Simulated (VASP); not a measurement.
# Pt3Cl (P6_3/mmc) in VASP: further runs, part 2 of 2

VASP 6.6.1. Earlier steps stand in the parts before.

**3. Single point, PBE**

This run uses another cell than the first one, of 17.57 Å³/atom.

Contents of INCAR:

```
SYSTEM = Pt3Cl
  ALGO = Normal
  EDIFF = 1E-6
  ENCUT = 520
  GGA = PE
  ISIF = 2
  ISMEAR = 0
  LASPH = .TRUE.
  LCHARG = .TRUE.
  LELF = .TRUE.
  LREAL = .FALSE.
  LVHAR = .TRUE.
  LWAVE = .FALSE.
  NBANDS = 47
  NELM = 60
  PREC = Accurate
  SIGMA = 0.1
```

Contents of KPOINTS:

```
k-points
0
G
  6 6 10
  0 0 0
```

Contents of POSCAR:

```
Pt3Cl
1.0
    6.6894979774      0.0000000000      0.0000000000
   -3.3447489887      5.7932751870      0.0000000000
    0.0000000000      0.0000000000      3.6273164378
Pt Cl
6 2
Direct
    0.8330290929      0.6660581858      0.2500000000
    0.1669709071      0.8330290929      0.7500000000
    0.3339418142      0.1669709071      0.2500000000
    0.1669709071      0.3339418142      0.7500000000
    0.8330290929      0.1669709071      0.2500000000
    0.6660581858      0.8330290929      0.7500000000
    0.3333333333      0.6666666667      0.2500000000
    0.6666666667      0.3333333333      0.7500000000
```

Potentials or basis: VASP PAW PBE potentials, release 64 (Pt, Cl).

Launch:

```
$ cat potpaw_PBE.64/Pt/POTCAR potpaw_PBE.64/Cl/POTCAR > POTCAR
$ mpirun -np 1 vasp_std > vasp.out
```

OUTCAR:

```text
SYSTEM = Pt3Cl
   EDIFF = 1E-6
   ENCUT = 520
   GGA = PE
   ISIF = 2
   ISMEAR = 0
   LASPH = .TRUE.
   LREAL = .FALSE.
   NELM = 60
   PREC = Accurate

 ion  position               nearest neighbor table
   1  0.833  0.666  0.250-   8 2.65   8 2.65   2 2.65   2 2.65   6 2.65   6 2.65   5 3.34   3 3.34
                             3 3.35   5 3.35
   2  0.167  0.833  0.750-   7 2.65   7 2.65   1 2.65   1 2.65   3 2.65   3 2.65   6 3.34   4 3.34
                             6 3.35   4 3.35
   3  0.334  0.167  0.250-   8 2.65   8 2.65   4 2.65   4 2.65   2 2.65   2 2.65   5 3.34   1 3.34
                             5 3.35   1 3.35
[... 1424 lines left out ...]
  in kB       -1.9548231     -1.9548231     -2.9767884      0.0000000     -0.0000000      0.0000000
  external PRESSURE =      -2.2954782 kB  Pullay stress =       0.0000000 kB

 VOLUME and BASIS-vectors are now :
 -----------------------------------------------------------------------------
  energy-cutoff  :      520.00
  volume of cell :      140.57
      direct lattice vectors                 reciprocal lattice vectors
     6.689497977  0.000000000  0.000000000     0.149488049  0.086306965  0.000000000
    -3.344748989  5.793275187  0.000000000     0.000000000  0.172613930  0.000000000
     0.000000000  0.000000000  3.627316438     0.000000000  0.000000000  0.275685901

 POSITION                                       TOTAL-FORCE (eV/Angst)
 -----------------------------------------------------------------------------------
      3.34475      3.85866      0.90683        -0.000000      0.016196     -0.000000
     -1.66932      4.82597      2.72049        -0.014026      0.008098      0.000000
      1.67543      0.96731      0.90683        -0.014026     -0.008098     -0.000000
      0.00000      1.93462      2.72049        -0.000000     -0.016196      0.000000
      5.01407      0.96731      0.90683         0.014026     -0.008098     -0.000000
      1.66932      4.82597      2.72049         0.014026      0.008098      0.000000
     -0.00000      3.86218      0.90683        -0.000000      0.000000      0.000000
      3.34475      1.93109      2.72049         0.000000      0.000000      0.000000
 -----------------------------------------------------------------------------------
    total drift:                                0.000000     -0.000000      0.000000

  FREE ENERGIE OF THE ION-ELECTRON SYSTEM (eV)
  ---------------------------------------------------
  free  energy   TOTEN  =       -35.2467789793 eV

  energy  without entropy=      -35.2066751136  energy(sigma->0) =      -35.22672705
```

OSZICAR:

```text
N       E                     dE             d eps       ncg     rms          rms(c)
DAV:   1     0.479025758121E+03    0.47903E+03   -0.37232E+04  3948   0.149E+03
DAV:   2    -0.957063359328E+01   -0.48860E+03   -0.46610E+03  4441   0.314E+02
DAV:   3    -0.361820659714E+02   -0.26611E+02   -0.25552E+02  4635   0.667E+01
DAV:   4    -0.367159879833E+02   -0.53392E+00   -0.53206E+00  4374   0.104E+01
DAV:   5    -0.367258588162E+02   -0.98708E-02   -0.98672E-02  4579   0.137E+00    0.304E+01
DAV:   6    -0.353570033042E+02    0.13689E+01   -0.41775E+00  4244   0.944E+00    0.172E+01
DAV:   7    -0.352643280338E+02    0.92675E-01   -0.52160E-01  4539   0.308E+00    0.486E+00
DAV:   8    -0.352495420306E+02    0.14786E-01   -0.10976E-01  4336   0.152E+00    0.115E+00
DAV:   9    -0.352470546531E+02    0.24874E-02   -0.17156E-02  4429   0.555E-01    0.289E-01
DAV:  10    -0.352467618716E+02    0.29278E-03   -0.10599E-03  4332   0.154E-01    0.854E-02
DAV:  11    -0.352467743148E+02   -0.12443E-04   -0.77827E-05  4661   0.381E-02    0.589E-02
DAV:  12    -0.352467803286E+02   -0.60137E-05   -0.22041E-05  4261   0.219E-02    0.274E-02
DAV:  13    -0.352467792776E+02    0.10510E-05   -0.41026E-06  4249   0.893E-03    0.133E-02
DAV:  14    -0.352467789793E+02    0.29824E-06   -0.23982E-07  2345   0.247E-03
   1 F= -.35246779E+02 E0= -.35226727E+02  d E =-.401039E-01
```

It took 7.2 min on 1 thread of Oxide Virtual Turin-like, shared host; peak memory 0.33 GiB.

Results:

* Free energy: -35.2468 eV
* Pressure: -0.2 GPa
* Largest force: 0.016 eV/Å
* Band gap on the k mesh: zero (bands 37 and 38 overlap by 0.85 eV)

Forces in eV/Å, atoms in the order of the input:
```
Pt   0.000  0.016  0.000
Pt  -0.014  0.008  0.000
Pt  -0.014 -0.008  0.000
Pt   0.000 -0.016  0.000
Pt   0.014 -0.008  0.000
Pt   0.014  0.008  0.000
Cl   0.000  0.000  0.000
Cl   0.000  0.000  0.000
```

Stress tensor (GPa, compression positive):
```
-0.20  0.00  0.00
 0.00 -0.20  0.00
 0.00  0.00 -0.30
```

Caveat: spin-orbit coupling is left out, which moves the levels of the heavy elements.
